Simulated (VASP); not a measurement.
Runs of VASP 6.6.1 on Ir. The structure is that of space group Fm-3m (No. 225), or close to it. The cells are those of the table. 

| cell | gap on the mesh (eV) | pressure (GPa) |
| --- | --- | --- |
| a = 2.745 Å, angles 60.0°, 1 atom | none | (b) |
| a = 2.779 Å, angles 60.0°, 1 atom | none | -24.2 |
| a = 2.672 Å, angles 60.0°, 1 atom | none | 18.4 |
| a = 2.709 Å, angles 60.0°, 1 atom | none | 0.6 |
| a = 2.635 Å, angles 60.0°, 1 atom | none | (a) |

Alike in all rows: task single point; level PBEsol; potentials or basis VASP PAW PBE potentials, release 64 (Ir); no spin polarisation; k mesh 15 × 15 × 15; cutoff (eV) 520; smearing gaussian 0.1 eV.

Task: Estimate the missing entries.

Result: (a) 41.1; (b) -13.4.

Caveats: the PAW data sets were made with another functional, which shifts forces and pressure a little; spin-orbit coupling is left out, which moves the levels of the heavy elements.

A k mesh can miss the band edges, and the runs leave out spin-orbit coupling on Ir.

A gap of «none» marks levels without a gap at the run's occupations.
